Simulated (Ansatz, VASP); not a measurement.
This is a calculation of MgS for Ansatz 0.2.0.

The input input:

```
crystal:
  lattice:
    - [0.0, 2.5664882573, 2.5664882573]
    - [2.5664882573, 0.0, 2.5664882573]
    - [2.5664882573, 2.5664882573, 0.0]
  atoms:
    - { symbol: S, position: [0.5, 0.5, 0.5] }
    - { symbol: Mg, position: [0.0, 0.0, 0.0] }
hamiltonian:
  xc: pbe0
  pseudopotentials: { kind: paw }
kpoints:
  mp_grid: { grid: [6, 6, 6] }
scf:
  occupations: { method: fermi_dirac, width: 0.05 }
output:
  forces: true
  stress: true
  eigenvalues: true
```

Q: Translate it to VASP 6.6.1. Potentials there: VASP PAW PBE potentials, release 64 (S, Mg).

A: As run (the cutoff follows the program's own potentials):

The input POSCAR:

```
MgS
1.0
    0.0000000000      2.5664882573      2.5664882573
    2.5664882573      0.0000000000      2.5664882573
    2.5664882573      2.5664882573      0.0000000000
S Mg
1 1
Direct
    0.5000000000      0.5000000000      0.5000000000
    0.0000000000      0.0000000000      0.0000000000
```

INCAR.step1

```
SYSTEM = MgS
ALGO = Normal
EDIFF = 1E-5
ENCUT = 520
GGA = PE
ISIF = 2
ISMEAR = -1
LASPH = .True.
LREAL = .False.
LWAVE = .True.
NBANDS = 11
NELM = 60
PREC = Accurate
SIGMA = 0.05
```

File INCAR.step2:

```
SYSTEM = MgS
AEXX = 0.25
ALGO = Normal
EDIFF = 1E-6
ENCUT = 520
GGA = PE
ISIF = 2
ISMEAR = -1
ISTART = 1
LASPH = .True.
LCHARG = .True.
LELF = .True.
LHFCALC = .True.
LREAL = .False.
LVHAR = .True.
LWAVE = .False.
NBANDS = 11
NELM = 60
PREC = Accurate
PRECFOCK = Normal
SIGMA = 0.05
```

File KPOINTS:

```
k-points
0
Gamma
  6 6 6
  0 0 0
```

Potentials or basis: VASP PAW PBE potentials, release 64 (S, Mg).

The run is started by

```console
$ cat potpaw_PBE.64/S/POTCAR potpaw_PBE.64/Mg/POTCAR > POTCAR
$ cp INCAR.step1 INCAR
$ mpirun -np 1 vasp_std > vasp.out
$ cp INCAR.step2 INCAR
$ mpirun -np 1 vasp_std > vasp.out
```

Both were run:

|  | VASP | Ansatz | Ansatz less VASP |
| --- | --- | --- | --- |
| gap on the k mesh at the Fermi level (eV) | 4.59 | 4.63 | +0.038 |
| least direct gap on the mesh (eV) | 5.87 | 5.89 | +0.013 |
| pressure (GPa) | 2.7 | 3.1 | +0.38 |

VASP's potentials hold 8 valence electrons a cell and Ansatz's 16, so a difference there can come from the potentials and not from the codes.
